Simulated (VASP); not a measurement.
# Hf in VASP: notebook, part 3 of 3

VASP 6.6.1.

## 5. Single point, PBEsol

File INCAR:

```
SYSTEM = Hf
ALGO = Normal
DIPOL = 0.5 0.5 0.500
EDIFF = 1E-6
ENCUT = 520
GGA = PS
IDIPOL = 3
ISIF = 2
ISMEAR = 1
LASPH = .True.
LCHARG = .False.
LDIPOL = .True.
LREAL = .False.
LWAVE = .False.
NBANDS = 39
NELM = 100
PREC = Accurate
SIGMA = 0.1
```

File KPOINTS:

```
k-points
0
Gamma
  12 12 1
  0 0 0
```

File POSCAR:

```
Hf
1.0
    3.1590465010      0.0000000000      0.0000000000
    1.5795232500      2.7358145220      0.0000000000
    0.0000000000      0.0000000000     28.4984132530
Hf
6
Direct
    0.6666666667      0.6666666667      0.2807173834
    0.0000000000      0.0000000000      0.3684304301
    0.6666666667      0.6666666667      0.4561434767
    0.0000000000      0.0000000000      0.5438565233
    0.6666666667      0.6666666667      0.6315695699
    0.0000000000      0.0000000000      0.7192826166
```

Potentials or basis: VASP PAW PBE potentials, release 64 (Hf_pv).

Run with:

```
> cat potpaw_PBE.64/Hf_pv/POTCAR > POTCAR
> mpirun -np 1 vasp_std > vasp.out
```

OUTCAR:

```text
SYSTEM = Hf
   EDIFF = 1E-6
   ENCUT = 520
   GGA = PS
   ISIF = 2
   ISMEAR = 1
   LASPH = .True.
   LREAL = .False.
   NELM = 100
   PREC = Accurate

 ion  position               nearest neighbor table
   1  0.667  0.667  0.281-   2 3.09   2 3.09   2 3.09
   2  0.000  0.000  0.368-   3 3.09   3 3.09   3 3.09   1 3.09   1 3.09   1 3.09
   3  0.667  0.667  0.456-   2 3.09   4 3.09   2 3.09   4 3.09   2 3.09   4 3.09
   4  0.000  0.000  0.544-   3 3.09   5 3.09   3 3.09   5 3.09   3 3.09   5 3.09
   5  0.667  0.667  0.632-   4 3.09   4 3.09   4 3.09   6 3.09   6 3.09   6 3.09
   6  0.000  0.000  0.719-   5 3.09   5 3.09   5 3.09

  LATTYP: Found a hexagonal cell.
 ALAT       =     3.1590465011
 C/A-ratio  =     9.0212072672

  Lattice vectors:

 A1 = (  -1.5795232500,  -2.7358145220,   0.0000000000)
 A2 = (   3.1590465010,   0.0000000000,   0.0000000000)
 A3 = (   0.0000000000,   0.0000000000,  28.4984132530)

Analysis of symmetry for initial positions (statically):
=====================================================================
 Subroutine PRICEL returns:
 Original cell was already a primitive cell.

 Routine SETGRP: Setting up the symmetry group for a
 hexagonal supercell.

 Subroutine GETGRP returns: Found 12 space group operations
 (whereof  6 operations were pure point group operations)
 out of a pool of 24 trial point group operations.

The static configuration has the point symmetry C_3v.
 The point group associated with its full space group is D_3d.

Analysis of symmetry for dynamics (positions and initial velocities):
=====================================================================
 Subroutine PRICEL returns:
 Original cell was already a primitive cell.

 Routine SETGRP: Setting up the symmetry group for a
 hexagonal supercell.

 Subroutine GETGRP returns: Found 12 space group operations
[... 131 lines left out ...]
   GGA     = PS    functional components
   LHFCALC =     F    Hartree Fock is set to
   AEXX    =    0.0000 exact exchange contribution
   IVDW    =     0    specifies the selected vdW correction
   LEPSILON=     F    determine dielectric tensor
   LRPA    =     F    only Hartree local field effects (RPA)
 non-spin polarized calculation
 Methfessel and Paxton  Order N= 1 SIGMA  =   0.10
  energy-cutoff  :      520.00
  volume of cell :      246.30
 maximum number of plane-waves:      6666
   NGX = 11   NGY = 11   NGZ =105

 number of electron      59.9999996 magnetization

 dipolmoment           0.000000      0.000000     -0.000000 electrons x Angstroem

 Free energy of the ion-electron system (eV)
  ---------------------------------------------------
  ext. energy  EPLUGINS =         0.00000000
  ---------------------------------------------------
  free energy    TOTEN  =       -60.83020194 eV

  energy without entropy =      -60.82904226  energy(sigma->0) =      -60.82981538

 E-fermi :   0.6150     XC(G=0):  -6.8496

 val. band max:        0.6143227180   @ k =   0.4167   0.0833   0.0000
 cond. band min:       0.6223788013   @ k =   0.3333  -0.0000   0.0000
 fundamental gap:      0.0080560833
 Fermi energy:         0.6150470024

 k-point     1 :       0.0000    0.0000    0.0000
  band No.  band energies     occupation
      1     -30.4082      2.00000
      2     -30.3791      2.00000
      3     -30.2027      2.00000
      4     -29.9017      2.00000
      5     -29.7859      2.00000
      6     -29.7859      2.00000
[... 787 lines left out ...]
     38       2.7527      0.00000
     39       2.8811      0.00000

------------------------ aborting loop because EDIFF is reached ----------------------------------------

 vacuum level on the upper side and lower side of the slab       (xc-potential included)        -0.382        -0.382

  FORCE on cell =-STRESS in cart. coord.  units (eV):
  Direction    XX          YY          ZZ          XY          YZ          ZX
  --------------------------------------------------------------------------------------
  -------------------------------------------------------------------------------------
  Total       -2.8081196     -2.8081196     -3.1345450      0.0000000     -0.0000000     -0.0000000
  in kB      -18.2668153    -18.2668153    -20.3902123      0.0000000     -0.0000000     -0.0000000
  external PRESSURE =     -18.9746143 kB  Pullay stress =       0.0000000 kB

 VOLUME and BASIS-vectors are now :
 -----------------------------------------------------------------------------
  energy-cutoff  :      520.00
  volume of cell :      246.30
      direct lattice vectors                 reciprocal lattice vectors
     3.159046501  0.000000000  0.000000000     0.316551212 -0.182760928  0.000000000
     1.579523250  2.735814522  0.000000000     0.000000000  0.365521855  0.000000000
     0.000000000  0.000000000 28.498413253     0.000000000  0.000000000  0.035089673

 POSITION                                       TOTAL-FORCE (eV/Angst)
 -----------------------------------------------------------------------------------
      3.15905      1.82388      8.00000        -0.000000     -0.000000      0.698578
      0.00000      0.00000     10.49968        -0.000000     -0.000000     -0.782859
      3.15905      1.82388     12.99937        -0.000000      0.000000      0.100367
      0.00000      0.00000     15.49905         0.000000     -0.000000     -0.100367
      3.15905      1.82388     17.99873         0.000000      0.000000      0.782859
      0.00000      0.00000     20.49841         0.000000      0.000000     -0.698578
 -----------------------------------------------------------------------------------
    total drift:                               -0.000000     -0.000000     -0.000000

  FREE ENERGIE OF THE ION-ELECTRON SYSTEM (eV)
  ---------------------------------------------------
  free  energy   TOTEN  =       -60.8302019386 eV

  energy  without entropy=      -60.8290422555  energy(sigma->0) =      -60.82981538

 vacuum level on the upper side and lower side of the slab         4.766         4.766
```

OSZICAR:

```text
N       E                     dE             d eps       ncg     rms          rms(c)
DAV:   1     0.235300179081E+03    0.23530E+03   -0.34066E+04  1938   0.135E+03
DAV:   2    -0.468926871230E+02   -0.28219E+03   -0.27157E+03  1746   0.322E+02
[... 32 lines left out ...]
DAV:  35    -0.608302024093E+02    0.72073E-04   -0.15395E-04  1971   0.510E-02    0.260E-01
DAV:  36    -0.608302049475E+02   -0.25382E-05   -0.46661E-05  1786   0.234E-02    0.226E-01
DAV:  37    -0.608302032467E+02    0.17008E-05   -0.73636E-06  1644   0.131E-02    0.186E-01
DAV:  38    -0.608302001220E+02    0.31247E-05   -0.31168E-05  1823   0.295E-02    0.762E-02
DAV:  39    -0.608302015391E+02   -0.14171E-05   -0.60445E-06  1723   0.123E-02    0.475E-02
DAV:  40    -0.608302019386E+02   -0.39948E-06   -0.49960E-07   954   0.381E-03
   1 F= -.60830202E+02 E0= -.60829815E+02  d E =-.115968E-02
```

Run time: 10 min. Hardware: 1 thread of Intel Xeon 6975P-C (Granite Rapids), shared host; peak memory 0.4 GiB.

What came out:

```
Free energy            : -60.8302 eV
Largest force          : 0.783 eV/Å
Band gap on the k mesh : zero (bands 30 and 31 overlap by 1.39 eV)
```

Forces in eV/Å, atoms in the order of the input:
```
Hf   0.000  0.000  0.699
Hf   0.000  0.000 -0.783
Hf   0.000  0.000  0.100
Hf   0.000  0.000 -0.100
Hf   0.000  0.000  0.783
Hf   0.000  0.000 -0.699
```

Levels at points of the mesh, in eV from the Fermi level:
```tsv
k point	band 26	band 27	band 28	band 29	band 30	band 31	band 32	band 33	band 34	band 35
(0.00, 0.00, 0.00)	-0.10	0.32	0.33	0.70	0.91	1.05	1.05	1.06	1.06	1.22
(0.50, 0.00, 0.00)	-1.50	-1.18	-1.08	-1.04	0.22	0.42	0.98	1.23	1.25	1.48
```

Caveat: the PAW data sets were made with another functional, which shifts forces and pressure a little; spin-orbit coupling is left out, which moves the levels of the heavy elements.

## 6. The runs side by side

```tsv
cell	k mesh	gap on the mesh (eV)	largest force (eV/Å)
as given, atomic positions A	10 × 10 × 1	none	0.80
as given, atomic positions B	12 × 12 × 1	none	0.05
as given, atomic positions A	12 × 12 × 1	none	0.78
```

Alike in all rows: task single point; level PBEsol; potentials or basis VASP PAW PBE potentials, release 64 (Hf_pv); no spin polarisation; cutoff (eV) 520; smearing methfessel-paxton 0.1 eV.

Caveats: the PAW data sets were made with another functional, which shifts forces and pressure a little; spin-orbit coupling is left out, which moves the levels of the heavy elements.

Total energies depend on the potentials used, so only differences within one code and one set of settings carry meaning.
